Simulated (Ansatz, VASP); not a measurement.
## One calculation of AlN, two programs

Contents of POSCAR:

```
AlN
1.0
    3.1066653383      0.0000000000      0.0000000000
   -1.5533326691      2.6904511040      0.0000000000
    0.0000000000      0.0000000000      4.9784048429
Al N
2 2
Direct
    0.1884834860      0.6666666667     -0.0886974966
    0.6666666667      0.3333333333      0.5016929024
    0.3333333333      0.6666666667      0.3833070976
    0.6666666667      0.3333333333      0.8833070976
```

Contents of INCAR.step1:

```
SYSTEM = AlN
PREC = Accurate
ENCUT = 520
ISMEAR = 0
SIGMA = 0.05
LREAL = .False.
LASPH = .True.
NELM = 80
NBANDS = 16
GGA = PE
ALGO = Normal
EDIFF = 1E-4
LWAVE = .True.
LCHARG = .False.
```

The input INCAR.step2:

```
SYSTEM = AlN
PREC = Accurate
ENCUT = 520
EDIFF = 1E-6
ISMEAR = 0
SIGMA = 0.05
LREAL = .False.
LASPH = .True.
NELM = 80
ALGO = Normal
ISIF = 2
LWAVE = .False.
LCHARG = .True.
METAGGA = R2SCAN
LMIXTAU = .True.
LELF = .True.
LVHAR = .True.
NBANDS = 16
ISTART = 1
```

File KPOINTS:

```
regular mesh
0
Gamma
  12 12 6
  0 0 0
```

Input for Ansatz:

```yaml
crystal:
  lattice:
    - [3.1066653383, 0.0, 0.0]
    - [-1.5533326691, 2.690451104, 0.0]
    - [0.0, 0.0, 4.9784048429]
  atoms:
    - { symbol: Al, position: [0.188483486, 0.6666666667, -0.0886974966] }
    - { symbol: Al, position: [0.6666666667, 0.3333333333, 0.5016929024] }
    - { symbol: "N", position: [0.3333333333, 0.6666666667, 0.3833070976] }
    - { symbol: "N", position: [0.6666666667, 0.3333333333, 0.8833070976] }
basis:
  ecutwfc: 500
kpoints:
  mp_grid: { grid: [12, 12, 6] }
hamiltonian:
  xc: r2scan
scf:
  occupations: { method: gaussian, width: 0.05 }
output:
  forces: true
  stress: true
  eigenvalues: true
  write_density: true
  write_potential: true
  elf: true
  volumetric_format: npy
```

Alike in both runs: task single point; functional r2SCAN; k mesh 12 × 12 × 6; occupations gaussian, width 0.05 eV; no spin polarisation.

|  | VASP | Ansatz |
| --- | --- | --- |
| version | VASP 6.6.1 | Ansatz 0.2.0 |
| potentials or method | VASP PAW PBE potentials, release 64 (Al, N), cutoff 520 eV | scalar-relativistic, plane waves, PAW |
| valence electrons in the cell | 16 | 16 |

|  | VASP | Ansatz | Ansatz less VASP |
| --- | --- | --- | --- |
| gap on the k mesh at the Fermi level (eV) | 3.55 | 3.54 | -0.009 |
| least direct gap on the mesh (eV) | 3.55 | 3.54 | -0.009 |
| rms of the force components (eV/Å) | 8.596 | 8.545 | -0.0506 |

VASP's potentials were made for PBE, not for r2SCAN. Atom by atom the forces differ by 0.053 eV/Å (rms over components).
